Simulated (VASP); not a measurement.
# Cd (P6_3/mmc) in VASP: single point with PBE

Aim: the single point of Cd with PBE.

All numbers are computed with VASP 6.6.1; they aren't measurements. Logs are shortened: lines on timing, memory, paths and dates and some standing lists are left out, and cuts for length are marked.

### Step 1. The cell of the first run

It takes space group P6_3/mmc (No. 194, hexagonal). The conventional cell has a = 2.979 Å, b = 2.979 Å, c = 5.618 Å, α = 90.00°, β = 90.00°, γ = 120.00°. Cd (site symmetry -6m2) has 12 Cd at 2.98 to 3.29 Å within 3.9 Å.

### Step 2. Single point, PBE

INCAR

```
SYSTEM = Cd
ALGO = Fast
EDIFF = 1E-7
ENCUT = 520
GGA = PE
ISIF = 2
ISMEAR = 0
LASPH = .TRUE.
LCHARG = .FALSE.
LREAL = .FALSE.
LWAVE = .FALSE.
NBANDS = 19
NELM = 80
PREC = Accurate
SIGMA = 0.15
```

KPOINTS

```
k-points
0
G
  18 18 8
  0 0 0
```

POSCAR

```
Cd
1.0
    2.9788725081      0.0000000000      0.0000000000
   -1.4894362540      2.5797792666      0.0000000000
    0.0000000000      0.0000000000      5.6176500000
Cd
2
Direct
    0.3333333333      0.6666666667      0.2500000000
    0.6666666667      0.3333333333      0.7500000000
```

Potentials or basis: VASP PAW PBE potentials, release 64 (Cd).

The run is started by

```bash
cat potpaw_PBE.64/Cd/POTCAR > POTCAR
mpirun -np 1 vasp_std > vasp.out
```

OUTCAR:

```text
SYSTEM = Cd
   EDIFF = 1E-7
   ENCUT = 520
   GGA = PE
   ISIF = 2
   ISMEAR = 0
   LASPH = .TRUE.
   LREAL = .FALSE.
   NELM = 80
   PREC = Accurate

 ion  position               nearest neighbor table
   1  0.333  0.667  0.250-   2 3.29   2 3.29   2 3.29   2 3.29   2 3.29   2 3.29
   2  0.667  0.333  0.750-   1 3.29   1 3.29   1 3.29   1 3.29   1 3.29   1 3.29

  LATTYP: Found a hexagonal cell.
 ALAT       =     2.9788725081
 C/A-ratio  =     1.8858309594

  Lattice vectors:

 A1 = (   2.9788725081,   0.0000000000,   0.0000000000)
 A2 = (  -1.4894362540,   2.5797792666,   0.0000000000)
 A3 = (   0.0000000000,   0.0000000000,   5.6176500000)

Analysis of symmetry for initial positions (statically):
=====================================================================
 Subroutine PRICEL returns:
 Original cell was already a primitive cell.

 Routine SETGRP: Setting up the symmetry group for a
 hexagonal supercell.

 Subroutine GETGRP returns: Found 24 space group operations
 (whereof 12 operations were pure point group operations)
 out of a pool of 24 trial point group operations.

The static configuration has the point symmetry D_3d.
 The point group associated with its full space group is D_6h.

Analysis of symmetry for dynamics (positions and initial velocities):
=====================================================================
 Subroutine PRICEL returns:
 Original cell was already a primitive cell.

 Routine SETGRP: Setting up the symmetry group for a
 hexagonal supercell.

 Subroutine GETGRP returns: Found 24 space group operations
 (whereof 12 operations were pure point group operations)
 out of a pool of 24 trial point group operations.

The dynamic configuration has the point symmetry D_3d.
 The point group associated with its full space group is D_6h.

 Subroutine INISYM returns: Found 24 space group operations
 (whereof 12 operations are pure point group operations),
 and found     1 'primitive' translations

----------------------------------------------------------------------------------------

                                     Primitive cell

  volume of cell :      43.1707

  direct lattice vectors                    reciprocal lattice vectors
     2.978872508  0.000000000  0.000000000     0.335697482  0.193815032  0.000000000
    -1.489436254  2.579779267  0.000000000     0.000000000  0.387630063  0.000000000
     0.000000000  0.000000000  5.617650000     0.000000000  0.000000000  0.178010378

  length of vectors
     2.978872508  2.978872508  5.617650000     0.387630063  0.387630063  0.178010378

  position of ions in fractional coordinates (direct lattice)
     0.333333333  0.666666667  0.250000000
     0.666666667  0.333333333  0.750000000

  ion indices of the primitive-cell ions
   primitive index   ion index
                 1           1
                 2           2

----------------------------------------------------------------------------------------

 KPOINTS: k-points

Automatic generation of k-mesh.
 Grid dimensions read from file:
 generate k-points for:   18   18    8

 Generating k-lattice:

  Cartesian coordinates                     Fractional coordinates (reciprocal lattice)
     0.018649860  0.010767502  0.000000000     0.055555556 -0.000000000  0.000000000
     0.000000000  0.021535004  0.000000000     0.000000000  0.055555556  0.000000000
     0.000000000  0.000000000  0.022251297     0.000000000  0.000000000  0.125000000

  Length of vectors
     0.021535004  0.021535004  0.022251297

  Shift w.r.t. Gamma in fractional coordinates (k-lattice)
     0.000000000  0.000000000  0.000000000

 Subroutine IBZKPT returns following result:
 ===========================================

 Found    185 irreducible k-points:

 Following reciprocal coordinates:
            Coordinates               Weight
  0.000000  0.000000  0.000000      1.000000
  0.055556 -0.000000  0.000000      6.000000
  0.111111 -0.000000  0.000000      6.000000
  0.166667  0.000000  0.000000      6.000000
  0.222222 -0.000000  0.000000      6.000000
  0.277778 -0.000000  0.000000      6.000000
[... 16 lines left out ...]
  0.333333  0.111111  0.000000     12.000000
  0.388889  0.111111  0.000000     12.000000
 [... further k-points ...]
   k-points           NKPTS =    185   k-points in BZ     NKDIM =    185   number of bands    NBANDS=     19
   number of dos      NEDOS =    301   number of ions     NIONS =      2
   total plane-waves  NPLWV =  24192
   dimension x,y,z NGX =    24 NGY =   24 NGZ =   42
   dimension x,y,z NGXF=    48 NGYF=   48 NGZF=   84
   ions per type =               2
   NGX,Y,Z   is equivalent  to a cutoff of  13.39, 13.39, 12.43 a.u.
   NGXF,Y,Z  is equivalent  to a cutoff of  26.79, 26.79, 24.86 a.u.
 SYSTEM =  Cd
   PREC   = accura    normal or accurate (medium, high low for compatibility)
   ISTART =      0    job   : 0-new  1-cont  2-samecut
   ICHARG =      2    charge: 1-file 2-atom 10-const
   ISPIN  =      1    spin polarized calculation?
   LNONCOLLINEAR =      F non collinear calculations
   LSORBIT =      F    spin-orbit coupling
   LASPH  =      T    aspherical Exc in radial PAW
   ENCUT  =  520.0 eV  38.22 Ry    6.18 a.u.   5.54  5.54 10.45*2*pi/ulx,y,z
   NELM   =     80;   NELMIN=  2; NELMDL= -5     # of ELM steps
   EDIFF  = 0.1E-06   stopping-criterion for ELM
   LREAL  =      F    real-space projection
   EDIFFG = 0.1E-05   stopping-criterion for IOM
   NSW    =      0    number of steps for IOM
   IBRION =     -1    ionic relax: 0-MD 1-quasi-New 2-CG
   NFREE  =      0    steps in history (QN), initial steepest desc. (CG)
   ISIF   =      2    stress and relaxation
   ISYM   =      2    0-nonsym 1-usesym 2-fastsym
   POTIM  = 0.5000    time-step for ionic-motion
   TEBEG  =    0.0;   TEEND  =   0.0 temperature during run
   PSTRESS=    0.0 pullay stress
   NELECT =      24.0000    total number of electrons
   NUPDOWN=      -1.0000    fix difference up-down
   EMIN   =  10.00;   EMAX   =-10.00  energy-range for DOS
   EFERMI =   0.00;   METHOD = LEGACY
   ISMEAR =     0;   SIGMA  =   0.15  broadening in eV -4-tet -1-fermi 0-gaus
   EFERMI_NEDOS =   21; number of points for ismear=-14 and -15
   IALGO  =     68    algorithm
   IMIX   =      4    mixing-type and parameters
     AMIX     =   0.40;   BMIX     =  1.00
     AMIX_MAG =   1.60;   BMIX_MAG =  1.00
  volume/ion in A,a.u.               =      21.59       145.67
  Fermi-wavevector in a.u.,A,eV,Ry     =   1.346115  2.543789 24.654109  1.812026
  Thomas-Fermi vector in A             =   2.473973
   LORBIT       =      0    0 simple, 1 ext, 2 COOP (PROOUT), +10 PAW based schemes
   GGA     = PE    functional components
   LHFCALC =     F    Hartree Fock is set to
   AEXX    =    0.0000 exact exchange contribution
   IVDW    =     0    specifies the selected vdW correction
   LEPSILON=     F    determine dielectric tensor
   LRPA    =     F    only Hartree local field effects (RPA)
 non-spin polarized calculation
 RMM-DIIS sequential band-by-band and
 Gauss-broadening in eV      SIGMA  =   0.15
  energy-cutoff  :      520.00
  volume of cell :       43.17
 maximum number of plane-waves:      1188
 NGX is ok and might be reduce to    24
   NGX = 11   NGY = 11   NGZ = 21

 number of electron      23.9999993 magnetization

 Free energy of the ion-electron system (eV)
  ---------------------------------------------------
  ext. energy  EPLUGINS =         0.00000000
  ---------------------------------------------------
  free energy    TOTEN  =        -1.47124668 eV

  energy without entropy =       -1.46491563  energy(sigma->0) =       -1.46808116

 E-fermi :   3.0858     XC(G=0): -11.0332

 val. band max:        3.0622961432   @ k =   0.5000  -0.0000   0.5000
 cond. band min:       3.0866622610   @ k =   0.3333   0.3333   0.1250
 fundamental gap:      0.0243661178
 Fermi energy:         3.0857996179

 k-point     1 :       0.0000    0.0000    0.0000
  band No.  band energies     occupation
      1      -6.9167      2.00000
      2      -6.6504      2.00000
      3      -6.2869      2.00000
      4      -6.2869      2.00000
      5      -6.2358      2.00000
      6      -6.2358      2.00000
[... 11 lines left out ...]
     18      17.8637      0.00000
     19      18.7070      0.00000

 k-point     2 :       0.0556   -0.0000    0.0000
  band No.  band energies     occupation
      1      -6.8841      2.00000
      2      -6.6196      2.00000
      3      -6.2988      2.00000
      4      -6.2582      2.00000
      5      -6.2473      2.00000
      6      -6.2082      2.00000
[... 11 lines left out ...]
     18      17.8474      0.00000
     19      19.0431      0.00000

 k-point     3 :       0.1111   -0.0000    0.0000
  band No.  band energies     occupation
      1      -6.8007      2.00000
      2      -6.5529      2.00000
      3      -6.3292      2.00000
      4      -6.2694      2.00000
      5      -6.1748      2.00000
      6      -6.1278      2.00000
[... 11 lines left out ...]
     18      17.7348      0.00000
     19      18.9352      0.00000

 k-point     4 :       0.1667    0.0000    0.0000
  band No.  band energies     occupation
      1      -6.7281      2.00000
      2      -6.4925      2.00000
      3      -6.3819      2.00000
      4      -6.2333      2.00000
      5      -6.0445      2.00000
      6      -6.0023      2.00000
[... 11 lines left out ...]
     18      16.8281      0.00000
     19      17.0474      0.00000

 k-point     5 :       0.2222   -0.0000    0.0000
  band No.  band energies     occupation
      1      -6.7484      2.00000
      2      -6.5192      2.00000
      3      -6.3331      2.00000
      4      -6.1611      2.00000
      5      -6.1206      2.00000
      6      -5.9004      2.00000
[... 11 lines left out ...]
     18      15.8058      0.00000
     19      16.3746      0.00000
[... 334 lines left out ...]
      2      -6.5122      2.00000
      3      -6.3428      2.00000
      4      -6.2755      2.00000
      5      -6.1078      2.00000
      6      -6.0638      2.00000
[... 11 lines left out ...]
     18      15.3449      0.00000
     19      15.6944      0.00000

 k-point    22 :       0.2778    0.1111    0.0000
  band No.  band energies     occupation
      1      -6.7964      2.00000
      2      -6.5955      2.00000
      3      -6.4821      2.00000
      4      -6.1569      2.00000
      5      -6.1403      2.00000
      6      -5.9610      2.00000
[... 11 lines left out ...]
     18      14.7315      0.00000
     19      15.2991      0.00000

 k-point    23 :       0.3333    0.1111    0.0000
  band No.  band energies     occupation
      1      -6.8710      2.00000
      2      -6.6665      2.00000
      3      -6.5876      2.00000
      4      -6.1901      2.00000
      5      -6.0326      2.00000
      6      -6.0254      2.00000
[... 11 lines left out ...]
     18      14.2586      0.00000
     19      14.9799      0.00000

 k-point    24 :       0.3889    0.1111    0.0000
  band No.  band energies     occupation
      1      -6.9198      2.00000
      2      -6.7132      2.00000
      3      -6.6529      2.00000
      4      -6.2070      2.00000
      5      -6.0715      2.00000
      6      -5.9648      2.00000
[... 11 lines left out ...]
     18      13.9601      0.00000
     19      14.7831      0.00000

 [... further k-points ...]
[... 5 lines left out ...]
  --------------------------------------------------------------------------------------
  -------------------------------------------------------------------------------------
  Total        0.9496212      0.9496212      0.7517110      0.0000000      0.0000000      0.0000000
  in kB       35.2429163     35.2429163     27.8979533      0.0000000      0.0000000      0.0000000
  external PRESSURE =      32.7945953 kB  Pullay stress =       0.0000000 kB

 VOLUME and BASIS-vectors are now :
 -----------------------------------------------------------------------------
  energy-cutoff  :      520.00
  volume of cell :       43.17
      direct lattice vectors                 reciprocal lattice vectors
     2.978872508  0.000000000  0.000000000     0.335697482  0.193815032  0.000000000
    -1.489436254  2.579779267  0.000000000     0.000000000  0.387630063  0.000000000
     0.000000000  0.000000000  5.617650000     0.000000000  0.000000000  0.178010378

 POSITION                                       TOTAL-FORCE (eV/Angst)
 -----------------------------------------------------------------------------------
     -0.00000      1.71985      1.40441        -0.000000     -0.000000      0.000000
      1.48944      0.85993      4.21324         0.000000      0.000000      0.000000
 -----------------------------------------------------------------------------------
    total drift:                                0.000000     -0.000000      0.000000

  FREE ENERGIE OF THE ION-ELECTRON SYSTEM (eV)
  ---------------------------------------------------
  free  energy   TOTEN  =        -1.4712466813 eV

  energy  without entropy=       -1.4649156311  energy(sigma->0) =       -1.46808116
```

It took 71 s on 1 thread of Intel Xeon Platinum 8375C at 2.90GHz (Ice Lake), shared host; peak memory 0.25 GiB.

Results:

* Free energy: -1.4712 eV
* Pressure: 3.3 GPa
* Band gap on the k mesh: zero (band 12 reaches 4.51 eV, above the bottom of band 13 at -0.05 eV)

Levels at points of the mesh, in eV from the Fermi level:
```
           k point  band 9  band 10  band 11  band 12  band 13  band 14  band 15  band 16
(0.00, 0.00, 0.00)   -8.85    -8.60    -8.60    -3.15    -3.14    10.46    14.35    14.77
(0.50, 0.00, 0.00)   -8.34    -8.31    -2.45    -1.95     1.88     2.93     3.07     5.14
(0.00, 0.00, 0.50)   -8.71    -8.71    -7.48    -7.48     3.61     3.61    14.68    14.68
(0.50, 0.00, 0.50)   -8.32    -8.32    -1.64    -1.64    -0.02    -0.02     7.99     7.99
```
